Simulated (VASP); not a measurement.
Set up this calculation in VASP 6.6.1, as the native input.

- Task: single point
- Functional: LDA
- Potentials or basis: VASP PAW LDA potentials, release 64 (S, Li_sv)
- Cutoff: 750 eV
- k mesh: 7 × 7 × 7
- Occupations: fermi-dirac, width 0.05 eV
- Spin: no spin polarisation
- Dipole correction: no
- Further INCAR settings: ALGO = Normal; EDIFF = 1e-06; NBANDS = 13

The structure of Li2S lies in POSCAR:

```
Li2S
1.0
    0.0000000000      2.7864326862      2.7864326862
    2.7864326862      0.0000000000      2.7864326862
    2.7864326862      2.7864326862      0.0000000000
S Li
1 2
Direct
    0.0000000000      0.0000000000      0.0000000000
    0.7500000000      0.7500000000      0.7500000000
    0.2500000000      0.2500000000      0.2500000000
```

The input as run:

INCAR

```
ALGO = Normal
EDIFF = 1E-6
ENCUT = 750
GGA = CA
GGA_COMPAT = F
ISIF = 2
ISMEAR = -1
LASPH = T
LCHARG = F
LREAL = F
LWAVE = F
NBANDS = 13
NELM = 120
PREC = Accurate
SIGMA = 0.05
```

KPOINTS

```
k-points
0
Gamma
  7 7 7
```

Potentials or basis: VASP PAW LDA potentials, release 64 (S, Li_sv).

Command:

```bash
$ cat potpaw_LDA.64/S/POTCAR potpaw_LDA.64/Li_sv/POTCAR > POTCAR
$ mpirun -np 1 vasp_std > vasp.out
```

It gave:

```
Pressure               : -0.2 GPa
Band gap on the k mesh : 3.28 eV (least direct gap 4.41 eV)
```

Caveat: an odd mesh through Γ misses points on the zone boundary, where band edges can lie.

It took 12 s on 1 thread of Intel(R) Xeon(R) Platinum 8259CL CPU @ 2.50GHz (Skylake/Cascade Lake) (shared host), peak memory 0.17 GiB.
